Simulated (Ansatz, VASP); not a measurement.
## Two plane-wave programs on AlIn

File POSCAR:

```
AlIn
1.0
    3.0541300000      0.0000000000      0.0000000000
   -1.5270700000      2.6449600000      0.0000000000
    0.0000000000      0.0000000000      5.8280200000
Al In
1 1
Direct
    0.0000000000      0.0000000000      0.0000000000
    0.0000000000      0.0000000000      0.5000000000
```

The input INCAR.step1:

```
SYSTEM = AlIn
PREC = Accurate ; ENCUT = 520
EDIFF = 1E-5 ; ISMEAR = -1
SIGMA = 0.05 ; LREAL = .FALSE.
LASPH = .TRUE. ; NELM = 100
ALGO = Normal ; ISIF = 2
LWAVE = .TRUE. ; LCHARG = .FALSE.
NBANDS = 15 ; GGA = PE
```

Contents of INCAR.step2:

```
SYSTEM = AlIn
PREC = Accurate ; ENCUT = 520
EDIFF = 1E-6 ; ISMEAR = -1
SIGMA = 0.05 ; LREAL = .FALSE.
LASPH = .TRUE. ; NELM = 100
ALGO = Normal ; ISIF = 2
LWAVE = .FALSE. ; LCHARG = .FALSE.
GGA = PE ; LHFCALC = .TRUE.
AEXX = 0.25 ; HFSCREEN = 0.3
PRECFOCK = Normal ; NBANDS = 15
ISTART = 1
```

The input KPOINTS:

```
Automatic mesh
0
G
  5 5 3
  0 0 0
```

The input input:

```
crystal:
  lattice:
    - [3.05413, 0.0, 0.0]
    - [-1.52707, 2.64496, 0.0]
    - [0.0, 0.0, 5.82802]
  atoms:
    - { symbol: Al, position: [0.0, 0.0, 0.0] }
    - { symbol: In, position: [0.0, 0.0, 0.5] }
hamiltonian:
  xc: { exchange: pbe, correlation: pbe, exx: { coeff: 0.25, omega: 0.3 } }
  pseudopotentials: { kind: paw }
kpoints:
  mp_grid: { grid: [5, 5, 3] }
  band_path:
    path:
      - [[0.0, 0.0, 0.0], [0.5, 0.0, 0.0], [0.3333333333, 0.3333333333, 0.0], [0.0, 0.0, 0.0], [0.0, 0.0, 0.5], [0.5, 0.0, 0.5], [0.3333333333, 0.3333333333, 0.5], [0.0, 0.0, 0.5]]
      - [[0.5, 0.0, 0.5], [0.5, 0.0, 0.0]]
      - [[0.3333333333, 0.3333333333, 0.0], [0.3333333333, 0.3333333333, 0.5]]
    npoints: 4
scf:
  occupations: { method: fermi_dirac, width: 0.05 }
  n_extra_bands: 6
output:
  forces: true
  stress: true
  eigenvalues: true
  fatbands: false
```

Alike in both runs: functional PBE-based screened hybrid; k mesh 5 × 5 × 3; occupations fermi-dirac, width 0.05 eV; no spin polarisation.

|  | VASP | Ansatz |
| --- | --- | --- |
| version | VASP 6.6.1 | Ansatz 0.2.0 |
| potentials or method | VASP PAW PBE potentials, release 64 (Al, In_d) | Ansatz PAW |
| plane-wave cutoff (eV) | 520 | 420 |
| valence electrons in the cell | 16 | 16 |
| task | single point | band structure |

Ansatz gave:

* gap on the k mesh at the Fermi level (eV): none
* pressure (GPa): -2.0
* traceless stress, the component that is largest in VASP (GPa): 2.98

Task: What did VASP give for the same quantities?

Result: gap on the k mesh at the Fermi level (eV): none; pressure (GPa): -2.1; traceless stress, the component that is largest in VASP (GPa): 2.96.

VASP's potentials were made for PBE, not for PBE-based screened hybrid. A gap of «none» marks a metal or a gap that the smearing closes.

The k mesh is coarse, so the values compare programs but aren't converged.
